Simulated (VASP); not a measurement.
Here is a VASP 6.6.1 calculation.

File INCAR:

```
PREC = Accurate
ENCUT = 520
EDIFF = 1E-7
ISMEAR = 1
SIGMA = 0.1
LREAL = Auto
LASPH = T
NELM = 60
ALGO = Normal
ISIF = 2
LWAVE = F
LCHARG = F
GGA = PE
IBRION = 2
NSW = 90
EDIFFG = -0.02
```

The input KPOINTS:

```
Automatic mesh
0
Gamma
  1 1 1
```

File POSCAR:

```
Ti12B24F
1.0
    6.0635047200      0.0000000600      0.0000000000
   -4.5476286100      7.8767236400      0.0000000000
    0.0000000000      0.0000000000      6.4483601600
Ti B F
12 24 1
Direct
    0.0000000000      0.0000000000      0.0000000000
    0.0000000000      0.0000000000      0.5000000000
    0.0000000000      0.3333333300      0.0000000000
    0.0000000000      0.3333333300      0.5000000000
    0.0000000000      0.6666666700      0.0000000000
    0.0000000000      0.6666666700      0.5000000000
    0.5000000000      0.0000000000      0.0000000000
    0.5000000000      0.0000000000      0.5000000000
    0.5000000000      0.3333333300      0.0000000000
    0.5000000000      0.3333333300      0.5000000000
    0.5000000000      0.6666666700      0.0000000000
    0.5000000000      0.6666666700      0.5000000000
    0.1666666700      0.2222222200      0.2500000000
    0.3333333300      0.1111111100      0.2500000000
    0.1666666700      0.2222222200      0.7500000000
    0.3333333300      0.1111111100      0.7500000000
    0.1666666700      0.5555555600      0.2500000000
    0.3333333300      0.4444444400      0.2500000000
    0.1666666700      0.5555555600      0.7500000000
    0.3333333300      0.4444444400      0.7500000000
    0.1666666700      0.8888888900      0.2500000000
    0.3333333300      0.7777777800      0.2500000000
    0.1666666700      0.8888888900      0.7500000000
    0.3333333300      0.7777777800      0.7500000000
    0.6666666700      0.2222222200      0.2500000000
    0.8333333300      0.1111111100      0.2500000000
    0.6666666700      0.2222222200      0.7500000000
    0.8333333300      0.1111111100      0.7500000000
    0.6666666700      0.5555555600      0.2500000000
    0.8333333300      0.4444444400      0.2500000000
    0.6666666700      0.5555555600      0.7500000000
    0.8333333300      0.4444444400      0.7500000000
    0.6666666700      0.8888888900      0.2500000000
    0.8333333300      0.7777777800      0.2500000000
    0.6666666700      0.8888888900      0.7500000000
    0.8333333300      0.7777777800      0.7500000000
    0.1179740000      0.2059910000      0.0000000000
```

Potentials or basis: VASP PAW PBE potentials, release 64 (Ti_sv, B, F).

Launch:

```console
$ cat potpaw_PBE.64/Ti_sv/POTCAR potpaw_PBE.64/B/POTCAR potpaw_PBE.64/F/POTCAR > POTCAR
$ mpirun -np 1 vasp_gam > vasp.out
```

Question: Predict the energy gained by relaxing.

Answer: 160.2 meV/atom.

Final structure:
```cif
data_structure
_symmetry_space_group_name_H-M 'P 1'
_symmetry_Int_Tables_number 1
_cell_length_a 6.0635
_cell_length_b 9.0953
_cell_length_c 6.4484
_cell_angle_alpha 90.000
_cell_angle_beta 90.000
_cell_angle_gamma 120.000
_cell_volume 307.98
loop_
_atom_site_label
_atom_site_type_symbol
_atom_site_fract_x
_atom_site_fract_y
_atom_site_fract_z
_atom_site_occupancy
Ti1 Ti 0.95704 0.97093 0.00000 1
Ti2 Ti 0.98090 0.98976 0.50000 1
Ti3 Ti 0.99971 0.34988 0.00000 1
Ti4 Ti 0.99406 0.33738 0.50000 1
Ti5 Ti 0.00375 0.66770 0.00000 1
Ti6 Ti 0.00281 0.66857 0.50000 1
Ti7 Ti 0.49261 0.99714 0.00000 1
Ti8 Ti 0.48742 0.99223 0.50000 1
Ti9 Ti 0.53961 0.35454 0.00000 1
Ti10 Ti 0.51344 0.34679 0.50000 1
Ti11 Ti 0.48917 0.65826 0.00000 1
Ti12 Ti 0.49594 0.66583 0.50000 1
B1 B 0.16114 0.21387 0.30940 1
B2 B 0.34090 0.11747 0.27520 1
B3 B 0.16114 0.21387 0.69060 1
B4 B 0.34090 0.11747 0.72480 1
B5 B 0.16459 0.55001 0.25446 1
B6 B 0.33881 0.45189 0.26117 1
B7 B 0.16459 0.55001 0.74554 1
B8 B 0.33881 0.45189 0.73883 1
B9 B 0.16314 0.88457 0.25056 1
B10 B 0.33488 0.78512 0.25080 1
B11 B 0.16314 0.88457 0.74944 1
B12 B 0.33488 0.78512 0.74920 1
B13 B 0.66036 0.21405 0.25721 1
B14 B 0.83172 0.11538 0.26471 1
B15 B 0.66036 0.21405 0.74279 1
B16 B 0.83172 0.11538 0.73529 1
B17 B 0.66440 0.55044 0.25447 1
B18 B 0.83973 0.45179 0.25027 1
B19 B 0.66440 0.55044 0.74553 1
B20 B 0.83973 0.45179 0.74973 1
B21 B 0.65934 0.88183 0.25016 1
B22 B 0.83355 0.78256 0.25299 1
B23 B 0.65934 0.88183 0.74984 1
B24 B 0.83355 0.78256 0.74701 1
F1 F 0.17641 0.20903 0.00000 1
```

Caveat: the k points lie up to 1.20 Å⁻¹ apart; an odd number of electrons without spin polarisation forces a metal; a magnetic or distorted state may lie lower.
